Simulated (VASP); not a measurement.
A run of VASP 6.6.1 is set up as follows.

Contents of INCAR:

```
SYSTEM = Na
ALGO = Normal
EDIFF = 1E-6
ENCUT = 520
ISIF = 2
ISMEAR = -1
LASPH = .TRUE.
LCHARG = .TRUE.
LELF = .TRUE.
LREAL = .FALSE.
LVHAR = .TRUE.
LWAVE = .FALSE.
NBANDS = 10
NELM = 60
PREC = Accurate
SIGMA = 0.01
```

File KPOINTS:

```
k-points
0
G
  9 9 9
  0 0 0
```

Contents of POSCAR:

```
Na
1.0
   -2.1410000000      2.1410000000      2.1410000000
    2.1410000000     -2.1410000000      2.1410000000
    2.1410000000      2.1410000000     -2.1410000000
Na
1
Direct
    0.0000000000      0.0000000000      0.0000000000
```

Potentials or basis: VASP PAW LDA potentials, release 64 (Na_pv).

Run with:

```console
$ cat potpaw_LDA.64/Na_pv/POTCAR > POTCAR
$ mpirun -np 1 vasp_std > vasp.out
```

Problem. Estimate the pressure.

Solution. -1.1 GPa.
